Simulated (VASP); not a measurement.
Here is a VASP 6.6.1 calculation.

The input INCAR:

```
ALGO = Normal
EDIFF = 1E-6
ENCUT = 520
GGA = CA
ISIF = 2
ISMEAR = 1
LASPH = T
LCHARG = F
LREAL = F
LWAVE = F
NBANDS = 16
NELM = 100
PREC = Accurate
SIGMA = 0.05
```

File KPOINTS:

```
k-points
0
Gamma
  12 12 4
```

Contents of POSCAR:

```
SiC
1.0
    3.1164783262      0.0000000000      0.0000000000
   -1.5582391631      2.6989493987      0.0000000000
    0.0000000000      0.0000000000      5.1144286705
Si C
2 2
Direct
    0.3333333333      0.6666666667      0.0000000000
    0.6666666667      0.3333333333      0.5000000000
    0.3333333333      0.6666666667      0.3850000000
    0.6666666667      0.3333333333      0.8850000000
```

Potentials or basis: VASP PAW LDA potentials, release 64 (Si, C).

Command:

```console
$ cat potpaw_LDA.64/Si/POTCAR potpaw_LDA.64/C/POTCAR > POTCAR
$ mpirun -np 1 vasp_std > vasp.out
```

Question: Estimate the pressure.

Answer: -11.4 GPa.

Question: Estimate the band gap on the k mesh.

Answer: 2.27 eV, indirect (least direct gap 3.89 eV).

Question: Estimate the largest force.

Answer: 0.675 eV/Å.

Forces on the atoms (eV/Å):
```
Si   0.000  0.000  0.675
Si   0.000  0.000  0.675
C    0.000  0.000 -0.675
C    0.000  0.000 -0.675
```

A k mesh can miss the band edges. LDA gaps usually lie below the measured ones, often by a third to a half.
